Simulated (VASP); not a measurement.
# Si16O (a cell with a defect) in VASP: single point with PBE

Aim: the single point of Si16O (a cell with a defect) with PBE.

Everything below comes from runs of VASP 6.6.1. Logs are shortened: lines on timing, memory, paths and dates and some standing lists are left out, and cuts for length are marked.

### 1 The cell of the first run

The cell holds a defect, 17 atoms: a = 7.679 Å, b = 7.679 Å, c = 7.679 Å, α = 60.00°, β = 60.00°, γ = 60.00°.

### 2 Single point, PBE, collinear spin, zero start

The input, INCAR:

```
SYSTEM = Si16O
PREC     = Accurate       ! precision mode
ENCUT    = 520            ! plane-wave cutoff, eV
EDIFF    = 1E-6           ! SCF threshold, eV
ISMEAR   = -1             ! smearing method
SIGMA    = 0.05           ! smearing width, eV
LREAL    = Auto         
LASPH    = .True.         ! aspherical terms in the spheres
NELM     = 150            ! most SCF steps
ALGO     = Normal         ! electronic algorithm
ISIF     = 2              ! what is computed and relaxed
LWAVE    = .False.        ! write WAVECAR
LCHARG   = .True.         ! write CHGCAR
ISPIN    = 2              ! spin polarisation
MAGMOM   = 0 0 0 0 0 0 0 0 0 0 0 0 0 0 0 0 0 ! initial moments
LORBIT   = 11             ! projections on sites
GGA      = PE             ! functional
LELF     = .True.         ! ELF
LVHAR    = .True.       
NBANDS   = 53             ! bands
```

The input, KPOINTS:

```
Automatic mesh
0
Gamma
  2 2 2
  0 0 0
```

The input, POSCAR:

```
Si16O
1.0
    0.0000000000      5.4300000000      5.4300000000
    5.4300000000      0.0000000000      5.4300000000
    5.4300000000      5.4300000000      0.0000000000
Si O
16 1
Direct
   -0.0220372928     -0.0138150092      0.0158354512
    0.1071972376      0.1186130755      0.1275968692
   -0.0043165746      0.0378556169      0.4868066298
    0.1129276243      0.1253384899      0.6426441989
   -0.0092325967      0.4899723757      0.0064865562
    0.1150959484      0.6118152855      0.1337633517
   -0.0088223757      0.4965744936      0.5068109576
    0.1109645488      0.6205744936      0.6343363720
    0.4775517495     -0.0081703499      0.0162697974
    0.6035052486      0.1216805709      0.1340232965
    0.4830390424     -0.0075508287      0.5074670350
    0.5956653775      0.1118834254      0.6453427256
    0.4892586556      0.4958560773      0.0063325046
    0.6152677716      0.6166294659      0.1342313076
    0.4937370166      0.4906219153      0.5076012891
    0.6161279926      0.6176136280      0.6318158379
    0.8509976059      0.8686114180      0.6532232044
```

Potentials or basis: VASP PAW PBE potentials, release 64 (Si, O).

Launch:

```sh
$ cat potpaw_PBE.64/Si/POTCAR potpaw_PBE.64/O/POTCAR > POTCAR
$ mpirun -np 1 vasp_std > vasp.out
```

OUTCAR:

```text
SYSTEM = Si16O
   PREC = Accurate
   ENCUT = 520
   EDIFF = 1E-6
   ISMEAR = -1
   LREAL = Auto
   LASPH = .True.
   NELM = 150
   ISIF = 2
   ISPIN = 2
   LORBIT = 11
   GGA = PE

 ion  position               nearest neighbor table
   1  0.978  0.986  0.016-   2 2.34   4 2.35   6 2.35  10 2.35
   2  0.107  0.119  0.128-   3 2.28   9 2.32   5 2.33   1 2.34
   3  0.996  0.038  0.487-  17 1.71   4 2.28   2 2.28  12 2.54   8 2.62
   4  0.113  0.125  0.643-   3 2.28  11 2.32   7 2.33   1 2.35
   5  0.991  0.490  0.006-   2 2.33   8 2.33   6 2.34  14 2.35
   6  0.115  0.612  0.134-   7 2.34   5 2.34  13 2.35   1 2.35
   7  0.991  0.497  0.507-   8 2.33   4 2.33   6 2.34  16 2.35
   8  0.111  0.621  0.634-  17 1.95   7 2.33   5 2.33  15 2.40   3 2.62
   9  0.478  0.992  0.016-   2 2.32  12 2.33  10 2.34  14 2.35
  10  0.604  0.122  0.134-  11 2.34   9 2.34  13 2.35   1 2.35
  11  0.483  0.992  0.507-  12 2.32   4 2.32  10 2.34  16 2.35
  12  0.596  0.112  0.645-  17 1.92  11 2.32   9 2.33  15 2.38   3 2.54
  13  0.489  0.496  0.006-   6 2.35  10 2.35  16 2.35  14 2.35
  14  0.615  0.617  0.134-  15 2.34  13 2.35   9 2.35   5 2.35
  15  0.494  0.491  0.508-  14 2.34  16 2.34  12 2.38   8 2.40
  16  0.616  0.618  0.632-  15 2.34  13 2.35  11 2.35   7 2.35
  17  0.851  0.869  0.653-   3 1.71  12 1.92   8 1.95

  LATTYP: Found a face centered cubic cell.
 ALAT       =    10.8600000000

  Lattice vectors:

 A1 = (   0.0000000000,   5.4300000000,   5.4300000000)
 A2 = (   5.4300000000,   0.0000000000,   5.4300000000)
 A3 = (   5.4300000000,   5.4300000000,   0.0000000000)

Analysis of symmetry for initial positions (statically):
=====================================================================
 Subroutine PRICEL returns:
 Original cell was already a primitive cell.

 Routine SETGRP: Setting up the symmetry group for a
 face centered cubic supercell.

 Subroutine GETGRP returns: Found  1 space group operations
 (whereof  1 operations were pure point group operations)
 out of a pool of 48 trial point group operations.

The static configuration has the point symmetry C_1 .

Analysis of symmetry for dynamics (positions and initial velocities):
=====================================================================
 Subroutine PRICEL returns:
 Original cell was already a primitive cell.

 Routine SETGRP: Setting up the symmetry group for a
 face centered cubic supercell.

 Subroutine GETGRP returns: Found  1 space group operations
 (whereof  1 operations were pure point group operations)
 out of a pool of 48 trial point group operations.

The dynamic configuration has the point symmetry C_1 .

Analysis of structural, dynamic, and magnetic symmetry:
=====================================================================
 Subroutine PRICEL returns:
 Original cell was already a primitive cell.

 Routine SETGRP: Setting up the symmetry group for a
 face centered cubic supercell.

 Subroutine GETGRP returns: Found  1 space group operations
 (whereof  1 operations were pure point group operations)
 out of a pool of 48 trial point group operations.

The overall configuration has the point symmetry C_1 .

 Subroutine INISYM returns: Found  1 space group operations
 (whereof  1 operations are pure point group operations),
 and found     1 'primitive' translations

----------------------------------------------------------------------------------------

                                     Primitive cell

  volume of cell :     320.2060

  direct lattice vectors                    reciprocal lattice vectors
     0.000000000  5.430000000  5.430000000    -0.092081031  0.092081031  0.092081031
     5.430000000  0.000000000  5.430000000     0.092081031 -0.092081031  0.092081031
     5.430000000  5.430000000  0.000000000     0.092081031  0.092081031 -0.092081031

  length of vectors
     7.679179644  7.679179644  7.679179644     0.159489025  0.159489025  0.159489025

  position of ions in fractional coordinates (direct lattice)
     0.977962707  0.986184991  0.015835451
     0.107197238  0.118613076  0.127596869
     0.995683425  0.037855617  0.486806630
     0.112927624  0.125338490  0.642644199
     0.990767403  0.489972376  0.006486556
     0.115095948  0.611815286  0.133763352
[... 9 lines left out ...]
     0.616127993  0.617613628  0.631815838
     0.850997606  0.868611418  0.653223204

  ion indices of the primitive-cell ions
   primitive index   ion index
                 1           1
                 2           2
                 3           3
                 4           4
                 5           5
                 6           6
[... 9 lines left out ...]
                16          16
                17          17

[... 25 lines left out ...]

 Following reciprocal coordinates:
            Coordinates               Weight
  0.000000  0.000000  0.000000      1.000000
  0.500000  0.000000  0.000000      1.000000
  0.000000  0.500000  0.000000      1.000000
  0.000000  0.000000  0.500000      1.000000
  0.500000  0.500000  0.500000      1.000000
  0.500000  0.500000  0.000000      1.000000
  0.000000  0.500000  0.500000      1.000000
  0.500000  0.000000  0.500000      1.000000
   k-points           NKPTS =      8   k-points in BZ     NKDIM =      8   number of bands    NBANDS=     53
   number of dos      NEDOS =    301   number of ions     NIONS =     17
   total plane-waves  NPLWV = 216000
   dimension x,y,z NGX =    60 NGY =   60 NGZ =   60
   dimension x,y,z NGXF=   120 NGYF=  120 NGZF=  120
   ions per type =              16   1
   NGX,Y,Z   is equivalent  to a cutoff of  12.99, 12.99, 12.99 a.u.
   NGXF,Y,Z  is equivalent  to a cutoff of  25.98, 25.98, 25.98 a.u.
 SYSTEM =  Si16O
   PREC   = accura    normal or accurate (medium, high low for compatibility)
   ISTART =      0    job   : 0-new  1-cont  2-samecut
   ICHARG =      2    charge: 1-file 2-atom 10-const
   ISPIN  =      2    spin polarized calculation?
   LNONCOLLINEAR =      F non collinear calculations
   LSORBIT =      F    spin-orbit coupling
   LASPH  =      T    aspherical Exc in radial PAW
   ENCUT  =  520.0 eV  38.22 Ry    6.18 a.u.  14.28 14.28 14.28*2*pi/ulx,y,z
   NELM   =    150;   NELMIN=  2; NELMDL= -5     # of ELM steps
   EDIFF  = 0.1E-05   stopping-criterion for ELM
   LREAL  =      T    real-space projection
   EDIFFG = 0.1E-04   stopping-criterion for IOM
   NSW    =      0    number of steps for IOM
   IBRION =     -1    ionic relax: 0-MD 1-quasi-New 2-CG
   NFREE  =      0    steps in history (QN), initial steepest desc. (CG)
   ISIF   =      2    stress and relaxation
   ISYM   =      2    0-nonsym 1-usesym 2-fastsym
   POTIM  = 0.5000    time-step for ionic-motion
   TEBEG  =    0.0;   TEEND  =   0.0 temperature during run
   PSTRESS=    0.0 pullay stress
   NELECT =      70.0000    total number of electrons
   NUPDOWN=      -1.0000    fix difference up-down
   EMIN   =  10.00;   EMAX   =-10.00  energy-range for DOS
   EFERMI =   0.00;   METHOD = LEGACY
   ISMEAR =    -1;   SIGMA  =   0.05  broadening in eV -4-tet -1-fermi 0-gaus
   EFERMI_NEDOS =   21; number of points for ismear=-14 and -15
   IALGO  =     38    algorithm
   IMIX   =      4    mixing-type and parameters
     AMIX     =   0.40;   BMIX     =  1.00
     AMIX_MAG =   1.60;   BMIX_MAG =  1.00
  volume/ion in A,a.u.               =      18.84       127.11
  Fermi-wavevector in a.u.,A,eV,Ry     =   0.986199  1.863645 13.232857  0.972588
  Thomas-Fermi vector in A             =   2.117562
   LORBIT       =     11    0 simple, 1 ext, 2 COOP (PROOUT), +10 PAW based schemes
   GGA     = PE    functional components
   LHFCALC =     F    Hartree Fock is set to
   AEXX    =    0.0000 exact exchange contribution
   IVDW    =     0    specifies the selected vdW correction
   LEPSILON=     F    determine dielectric tensor
   LRPA    =     F    only Hartree local field effects (RPA)
 spin polarized calculation
  energy-cutoff  :      520.00
  volume of cell :      320.21
 maximum number of plane-waves:      8646
 NGX is ok and might be reduce to    60
   NGX = 29   NGY = 29   NGZ = 29

 number of electron      70.0000001 magnetization      -0.0000028

 number of electron      70.0000001 magnetization       0.0000010

 Free energy of the ion-electron system (eV)
  ---------------------------------------------------
  ext. energy  EPLUGINS =         0.00000000
  ---------------------------------------------------
  free energy    TOTEN  =       -91.26055462 eV

  energy without entropy =      -91.24250442  energy(sigma->0) =      -91.25152952

 E-fermi :   6.2965     XC(G=0):  -9.5417

 val. band max:        6.2673672656   @ k =   0.0000   0.0000   0.0000
 cond. band min:       6.3212089501   @ k =   0.0000   0.0000   0.0000
 fundamental gap:      0.0538416846
 Fermi energy:         6.2965155618

 spin component 1

 k-point     1 :       0.0000    0.0000    0.0000
  band No.  band energies     occupation
      1     -14.7431      1.00000
      2      -5.7920      1.00000
      3      -4.3191      1.00000
      4      -3.8249      1.00000
      5      -3.6980      1.00000
      6      -3.2768      1.00000
[... 389 lines left out ...]
     46      10.1988      0.00000
     47      10.4137      0.00000
 Fermi energy:         6.2965155618

 spin component 2

 k-point     1 :       0.0000    0.0000    0.0000
  band No.  band energies     occupation
      1     -14.7431      1.00000
      2      -5.7920      1.00000
      3      -4.3191      1.00000
      4      -3.8249      1.00000
      5      -3.6980      1.00000
      6      -3.2768      1.00000
[... 389 lines left out ...]
     46      10.1988      0.00000
     47      10.4137      0.00000
 [bands above 47 left out]

------------------------ aborting loop because EDIFF is reached ----------------------------------------

  FORCE on cell =-STRESS in cart. coord.  units (eV):
  Direction    XX          YY          ZZ          XY          YZ          ZX
  --------------------------------------------------------------------------------------
  -------------------------------------------------------------------------------------
  Total        7.3564518      7.2841870      9.5627091      1.6966766      0.2787719     -0.2262999
  in kB       36.8086163     36.4470336     47.8478075      8.4894618      1.3948581     -1.1323102
  external PRESSURE =      40.3678191 kB  Pullay stress =       0.0000000 kB

 VOLUME and BASIS-vectors are now :
 -----------------------------------------------------------------------------
  energy-cutoff  :      520.00
  volume of cell :      320.21
      direct lattice vectors                 reciprocal lattice vectors
     0.000000000  5.430000000  5.430000000    -0.092081031  0.092081031  0.092081031
     5.430000000  0.000000000  5.430000000     0.092081031 -0.092081031  0.092081031
     5.430000000  5.430000000  0.000000000     0.092081031  0.092081031 -0.092081031

 POSITION                                       TOTAL-FORCE (eV/Angst)
 -----------------------------------------------------------------------------------
      5.44097      5.39632     10.66532         0.003987     -0.004250      0.011084
      1.33692      1.27493      1.22615        -0.012430      0.015854      0.011199
      2.84892      8.04992      5.61212         0.047313     -0.070988      0.054993
      4.17015      4.10275      1.29379        -0.021738      0.004932     -0.014210
      2.69577      5.41509      8.04042         0.018526     -0.004372     -0.005243
      4.04849      1.35131      3.94713        -0.003499     -0.005772      0.006637
[... 9 lines left out ...]
      6.78440      6.77633      6.69922        -0.009197     -0.001478     -0.011258
      8.26356      8.16792      9.33748        -0.085391      0.045965     -0.083668
 -----------------------------------------------------------------------------------
    total drift:                               -0.001344     -0.005688     -0.003711

  FREE ENERGIE OF THE ION-ELECTRON SYSTEM (eV)
  ---------------------------------------------------
  free  energy   TOTEN  =       -91.2605546240 eV

  energy  without entropy=      -91.2425044160  energy(sigma->0) =      -91.25152952

 total charge

# of ion       s       p       d       tot
------------------------------------------
    1        0.740   0.956   0.000   1.696
    2        0.747   0.974   0.000   1.721
    3        0.751   0.914   0.000   1.665
    4        0.747   0.974   0.000   1.721
    5        0.747   0.959   0.000   1.705
    6        0.739   0.961   0.000   1.700
[... 9 lines left out ...]
   16        0.740   0.957   0.000   1.697
   17        1.590   3.500   0.000   5.090
--------------------------------------------------
tot         13.541  18.604   0.000  32.145

 magnetization (x)

# of ion       s       p       d       tot
------------------------------------------
    1       -0.000   0.000   0.000  -0.000
    2       -0.000   0.000   0.000  -0.000
    3       -0.000  -0.000   0.000  -0.000
    4       -0.000   0.000   0.000  -0.000
    5       -0.000  -0.000   0.000  -0.000
    6       -0.000  -0.000   0.000  -0.000
[... 9 lines left out ...]
   16       -0.000  -0.000   0.000  -0.000
   17        0.000   0.000   0.000   0.000
--------------------------------------------------
tot         -0.000   0.000   0.000  -0.000
```

It took 11 min on 1 thread of AMD EPYC 9R14 (Zen 4), shared host; peak memory 0.68 GiB.

What came out:

```yaml
Free_energy: -91.2606 eV
Pressure: 4.0 GPa
Largest_force: 0.128 eV/Å
Band_gap_on_the_k_mesh: 0.05 eV
Net_moment: 0.00 μB per cell
Valence_electrons_inside_the_program's_atomic_spheres: Si 1.70, 1.72, 1.67, 1.71, 1.62, 1.63, 1.68 (each value once); O 5.09
```

Forces on the atoms (eV/Å):
```
Si   0.004 -0.004  0.011
Si  -0.012  0.016  0.011
Si   0.047 -0.071  0.055
Si  -0.022  0.005 -0.014
Si   0.019 -0.004 -0.005
Si  -0.003 -0.006  0.007
Si  -0.004 -0.002 -0.014
Si   0.001  0.031 -0.036
Si   0.014 -0.002  0.008
Si  -0.002  0.005 -0.011
Si   0.010 -0.008  0.011
Si   0.034  0.009  0.059
Si   0.007  0.006  0.000
Si  -0.008  0.007  0.004
Si   0.009 -0.026  0.009
Si  -0.009 -0.001 -0.011
O   -0.085  0.046 -0.084
```

Caveat: the k points lie up to 0.50 Å⁻¹ apart.
